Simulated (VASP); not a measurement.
A run of VASP 6.6.1 is set up as follows.

The input INCAR:

```
SYSTEM = Pb
  PREC = Accurate
  ENCUT = 520
  EDIFF = 1E-6
  ISMEAR = 0
  SIGMA = 0.15
  LREAL = .False.
  LASPH = .True.
  NELM = 80
  ALGO = Fast
  ISIF = 2
  LWAVE = .False.
  LCHARG = .False.
  GGA = CA
  NBANDS = 13
```

The input KPOINTS:

```
regular mesh
0
Gamma
  18 18 18
  0 0 0
```

POSCAR

```
Pb
1.0
   -1.8806765884      1.8806765884      1.9301680775
    1.8806765884     -1.8806765884      1.9301680775
    1.8806765884      1.8806765884     -1.9301680775
Pb
1
Direct
    0.0000000000      0.0000000000      0.0000000000
```

Potentials or basis: VASP PAW LDA potentials, release 64 (Pb_d).

Command:

```console
$ cat potpaw_LDA.64/Pb_d/POTCAR > POTCAR
$ mpirun -np 1 vasp_std > vasp.out
```

Problem. Estimate the pressure.

Solution. 3.5 GPa.

Problem. Predict the band gap on the k mesh.

Solution. Zero (bands 7 and 8 overlap by 10.75 eV).

Stress tensor (GPa, compression positive):
```
3.31 0.00 0.00
0.00 3.31 0.00
0.00 0.00 3.91
```

Caveat: the cell differs from its parent crystal (strain -0.050 along x and y, -0.025 along z); the cell stands under pressure; spin-orbit coupling is left out, which moves the levels of the heavy elements.
